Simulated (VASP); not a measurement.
# MgB2 (P6/mmm) in VASP: further runs, part 2 of 2

VASP 6.6.1.

### 3 Vibrations by perturbation theory, PBEsol

This run uses another cell than the first one, of 9.18 Å³/atom.

Contents of INCAR:

```
SYSTEM = MgB2
ALGO     = Normal         ! electronic algorithm
EDIFF    = 1E-8           ! SCF threshold, eV
ENCUT    = 520            ! plane-wave cutoff, eV
GGA      = PS             ! functional
IBRION   = 8              ! ionic algorithm
ISIF     = 2              ! what is computed and relaxed
ISMEAR   = -1             ! smearing method
LASPH    = .TRUE.         ! aspherical terms in the spheres
LCHARG   = .FALSE.        ! write CHGCAR
LREAL    = .FALSE.        ! projectors in reciprocal space
LWAVE    = .FALSE.        ! write WAVECAR
NBANDS   = 11             ! bands
NELM     = 80             ! most SCF steps
NSW      = 1              ! ionic steps
PREC     = Accurate       ! precision mode
SIGMA    = 0.15           ! smearing width, eV
```

Contents of KPOINTS:

```
k-points
0
G
  15 15 12
  0 0 0
```

Contents of POSCAR:

```
MgB2
1.0
    3.0385946376      0.0000000000      0.0000000000
   -1.5192973188      2.6315001480      0.0000000000
    0.0000000000      0.0000000000      3.4450968801
Mg B
1 2
Direct
    0.0000000000      0.0000000000      0.0000000000
    0.3333333333      0.6666666667      0.5000000000
    0.6666666667      0.3333333333      0.5000000000
```

Potentials or basis: VASP PAW PBE potentials, release 64 (Mg, B).

On the command line:

```sh
$ cat potpaw_PBE.64/Mg/POTCAR potpaw_PBE.64/B/POTCAR > POTCAR
$ mpirun -np 1 vasp_std > vasp.out
```

OUTCAR:

```text
SYSTEM = MgB2
   EDIFF = 1E-8
   ENCUT = 520
   GGA = PS
   IBRION = 8
   ISIF = 2
   ISMEAR = -1
   LASPH = .TRUE.
   LREAL = .FALSE.
   NELM = 80
   NSW = 1
   PREC = Accurate

 ion  position               nearest neighbor table
   1  0.000  0.000  0.000-   2 2.46   3 2.46   2 2.46   3 2.46   3 2.46   3 2.46   2 2.46   2 2.46
                             3 2.46   3 2.46   2 2.46   2 2.46
   2  0.333  0.667  0.500-   3 1.75   3 1.75   3 1.75   1 2.46   1 2.46   1 2.46   1 2.46   1 2.46
[... 621 lines left out ...]
  3X     2.762944   -0.000000    0.000000    7.037165    0.000000    0.000000   -9.800109    0.000000    0.000000
  3Y     0.000000    2.762944    0.000000   -0.000000    7.037165    0.000000   -0.000000   -9.800109    0.000000
  3Z    -0.000000    0.000000    4.024991   -0.000000   -0.000000    7.871852    0.000000   -0.000000  -11.896843

 Eigenvectors and eigenvalues of the dynamical matrix
 ----------------------------------------------------

   1 f  =   21.140088 THz   132.827091 2PiTHz  705.157434 cm-1    87.428340 meV
             X         Y         Z           dx          dy          dz
      0.000000  0.000000  0.000000     0.000000    0.000000   -0.000000
     -0.000000  1.754333  1.722548     0.000000    0.000000   -0.707107
      1.519297  0.877167  1.722548    -0.000000   -0.000000    0.707107
[... 43 lines left out ...]
   9 f/i=    0.008246 THz     0.051811 2PiTHz    0.275056 cm-1     0.034103 meV
             X         Y         Z           dx          dy          dz
      0.000000  0.000000  0.000000     0.614859   -0.389765    0.000000
     -0.000000  1.754333  1.722548     0.409449   -0.259553    0.000000
      1.519297  0.877167  1.722548     0.409449   -0.259553    0.000000

--------------------------------------------------------------------------------------------------------

 ELASTIC MODULI CONTR FROM IONIC RELAXATION (kBar)
 Direction    XX          YY          ZZ          XY          YZ          ZX
 --------------------------------------------------------------------------------
 XX        -118.8781    118.8781      0.0000      0.0000     -0.0000      0.0000
 YY         118.8781   -118.8781      0.0000     -0.0000      0.0000      0.0000
 ZZ           0.0000      0.0000      0.0000      0.0000      0.0000      0.0000
 XY           0.0000     -0.0000      0.0000   -118.8781      0.0000      0.0000
 YZ          -0.0000      0.0000      0.0000      0.0000     -0.0000      0.0000
 ZX           0.0000      0.0000      0.0000      0.0000      0.0000      0.0000
 --------------------------------------------------------------------------------
```

OSZICAR:

```text
N       E                     dE             d eps       ncg     rms          rms(c)
DAV:   1     0.391162140825E+01    0.39116E+01   -0.38708E+03  4462   0.617E+02
DAV:   2    -0.173498204516E+02   -0.21261E+02   -0.20092E+02  5388   0.109E+02
DAV:   3    -0.178852399966E+02   -0.53542E+00   -0.53234E+00  5416   0.142E+01
[... 60 lines left out ...]
RMM:   5    -0.421953477628E-01   -0.31803E-05   -0.26545E-06 10157   0.103E-02    0.164E-03
RMM:   6    -0.421955361858E-01   -0.18842E-06   -0.40460E-08 10471   0.120E-03    0.754E-04
RMM:   7    -0.421900651445E-01    0.54710E-05   -0.47913E-09 10094   0.486E-04    0.334E-05
RMM:   8    -0.421902421149E-01   -0.17697E-06    0.27580E-09 10969   0.426E-05    0.143E-05
RMM:   9    -0.421902514459E-01   -0.93310E-08   -0.25627E-10 10804   0.127E-05    0.651E-07
 Linear response finished
```

stdout:

```text
POSCAR found type information on POSCAR MgB
 POSCAR found :  2 types and       3 ions
 scaLAPACK will be used
 -----------------------------------------------------------------------------
|                                                                             |
|                                                                             |
|     You enforced a specific xc type in the INCAR file but a different       |
|     I HOPE YOU KNOW WHAT YOU ARE DOING!                                     |
|                                                                             |
 -----------------------------------------------------------------------------

 LDA part: xc-table for (Slater+PW92), standard interpolation
 POSCAR, INCAR and KPOINTS ok, starting setup
 FFT: planning ... GRIDC
 FFT: planning ... GRID_SOFT
 FFT: planning ... GRID
 WAVECAR not read
 entering main loop
 Linear response reoptimize wavefunctions to high precision
 Linear response DOF=           4
 Linear response progress:
 first order change of Fermi-energy   0.33537E-04
 force on displaced ion       1 direction 1 :  -5.509   0.000   0.000
 Linear response progress:
 first order change of Fermi-energy   0.14228E-03
 force on displaced ion       1 direction 3 :  -0.000  -0.000  -8.049
 Linear response progress:
 first order change of Fermi-energy  -0.37854E-04
 force on displaced ion       2 direction 1 :  -9.800   0.002   0.000
 Linear response progress:
 first order change of Fermi-energy   0.38744E-04
 force on displaced ion       2 direction 3 :  -0.000  -0.000 -11.897
 Linear response finished
```

Wall time 8.2 min (1 thread of AMD EPYC 7R13 (Zen 3), shared host); peak memory 0.67 GiB.

What came out:

```yaml
Highest_phonon_frequency_at_Γ: 705 cm⁻¹
```

Phonon frequencies in cm⁻¹ (negative: imaginary):
| q point | frequencies |
| --- | --- |
| (0.000, 0.000, 0.000) | 0 0 0 362 362 437 651 651 705 |

Caveat: the cell stands under pressure or tension, which shifts response properties; the PAW data sets were made with another functional, which shifts forces and pressure a little.

### 4 Vibrations by perturbation theory, PBEsol (9.29 Å³/atom)

This run uses another cell than the first one, of 9.29 Å³/atom.

Contents of INCAR:

```
SYSTEM = MgB2
PREC     = Accurate       ! precision mode
ENCUT    = 520            ! plane-wave cutoff, eV
EDIFF    = 1E-8           ! SCF threshold, eV
ISMEAR   = -1             ! smearing method
SIGMA    = 0.15           ! smearing width, eV
LREAL    = .FALSE.        ! projectors in reciprocal space
LASPH    = .TRUE.         ! aspherical terms in the spheres
NELM     = 80             ! most SCF steps
ALGO     = Normal         ! electronic algorithm
ISIF     = 2              ! what is computed and relaxed
LWAVE    = .FALSE.        ! write WAVECAR
LCHARG   = .FALSE.        ! write CHGCAR
GGA      = PS             ! functional
IBRION   = 8              ! ionic algorithm
NSW      = 1              ! ionic steps
```

Contents of KPOINTS:

```
Automatic mesh
0
G
  15 15 12
  0 0 0
```

Contents of POSCAR:

```
MgB2
1.0
    3.0480625360      0.0000000000      0.0000000000
   -1.5240312680      2.6396995885      0.0000000000
    0.0000000000      0.0000000000      3.4649565138
Mg B
1 2
Direct
    0.0000000000      0.0000000000      0.0000000000
    0.3333333333      0.6666666667      0.5000000000
    0.6666666667      0.3333333333      0.5000000000
```

Potentials or basis: VASP PAW PBE potentials, release 64 (Mg, B).

On the command line:

```sh
$ cat potpaw_PBE.64/Mg/POTCAR potpaw_PBE.64/B/POTCAR > POTCAR
$ mpirun -np 1 vasp_std > vasp.out
```

OUTCAR:

```text
SYSTEM = MgB2
   PREC = Accurate
   ENCUT = 520
   EDIFF = 1E-8
   ISMEAR = -1
   LREAL = .FALSE.
   LASPH = .TRUE.
   NELM = 80
   ISIF = 2
   GGA = PS
   IBRION = 8
   NSW = 1

 ion  position               nearest neighbor table
   1  0.000  0.000  0.000-   2 2.47   3 2.47   2 2.47   3 2.47   3 2.47   3 2.47   2 2.47   2 2.47
                             3 2.47   3 2.47   2 2.47   2 2.47
   2  0.333  0.667  0.500-   3 1.76   3 1.76   3 1.76   1 2.47   1 2.47   1 2.47   1 2.47   1 2.47
                             1 2.47
   3  0.667  0.333  0.500-   2 1.76   2 1.76   2 1.76   1 2.47   1 2.47   1 2.47   1 2.47   1 2.47
[... 548 lines left out ...]
  3Y     0.000000    2.647453    0.000000    0.000000    6.735885    0.000000    0.000000   -9.383338    0.000000
  3Z     0.000000    0.000000    3.836973    0.000000    0.000000    7.814484    0.000000   -0.000000  -11.651456

 Eigenvectors and eigenvalues of the dynamical matrix
 ----------------------------------------------------

   1 f  =   20.977585 THz   131.806053 2PiTHz  699.736912 cm-1    86.756281 meV
             X         Y         Z           dx          dy          dz
      0.000000  0.000000  0.000000     0.000000   -0.000000   -0.000000
     -0.000000  1.759800  1.732478     0.000000    0.000000   -0.707107
      1.524031  0.879900  1.732478     0.000000   -0.000000    0.707107
[... 43 lines left out ...]
   9 f/i=    0.008103 THz     0.050910 2PiTHz    0.270271 cm-1     0.033509 meV
             X         Y         Z           dx          dy          dz
      0.000000  0.000000  0.000000     0.720272   -0.105727   -0.000000
     -0.000000  1.759800  1.732478     0.479643   -0.070406    0.000000
      1.524031  0.879900  1.732478     0.479643   -0.070406    0.000000

--------------------------------------------------------------------------------------------------------

 ELASTIC MODULI CONTR FROM IONIC RELAXATION (kBar)
 Direction    XX          YY          ZZ          XY          YZ          ZX
 --------------------------------------------------------------------------------
 XX        -110.0462    110.0462      0.0000      0.0000      0.0000      0.0000
 YY         110.0462   -110.0462      0.0000     -0.0000      0.0000      0.0000
 ZZ           0.0000      0.0000      0.0000      0.0000      0.0000      0.0000
 XY           0.0000     -0.0000      0.0000   -110.0462      0.0000      0.0000
 YZ           0.0000      0.0000      0.0000      0.0000      0.0000      0.0000
 ZX           0.0000      0.0000      0.0000      0.0000      0.0000      0.0000
 --------------------------------------------------------------------------------
```

Run time: 5.5 min. Hardware: 1 thread of AMD EPYC 7R13 (Zen 3), shared host; peak memory 0.55 GiB.

Results:

| Item | Value |
| --- | --- |
| Highest phonon frequency at Γ | 700 cm⁻¹ |

Phonon frequencies in cm⁻¹ (negative: imaginary):
```csv
q point,frequencies
"(0.000, 0.000, 0.000)",0 0 0 354 354 427 637 637 700
```

Caveat: the cell stands under pressure or tension, which shifts response properties; the PAW data sets were made with another functional, which shifts forces and pressure a little.
